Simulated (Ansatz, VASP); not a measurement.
# Two plane-wave programs on Lu

```
Lu
1.0
     0.00000    2.48071    2.48071
     2.48071    0.00000    2.48071
     2.48071    2.48071    0.00000
Lu
1
Cartesian
  0.0000 0.0000 0.0000
```

Alike in both runs: task single point; functional PBEsol; k mesh 13 × 13 × 13; occupations fermi-dirac, width 0.1 eV; no spin polarisation.

```csv
,VASP,Ansatz
version,VASP 6.6.1,Ansatz 0.2.0
potentials or method,"VASP PAW PBE potentials, release 64 (Lu), cutoff 520 eV","plane waves (420 eV) with PAW, scalar-relativistic"
valence electrons in the cell,25,25
```

|  | VASP | Ansatz | Ansatz less VASP |
| --- | --- | --- | --- |
| pressure (GPa) | -4.1 | -4.3 | -0.12 |

VASP's potentials were made for PBE, not for PBEsol, and Ansatz warns of the same on its side. The functional is the same, so the differences come from potentials, cutoffs and numerics.

Neither program's run includes spin-orbit coupling.
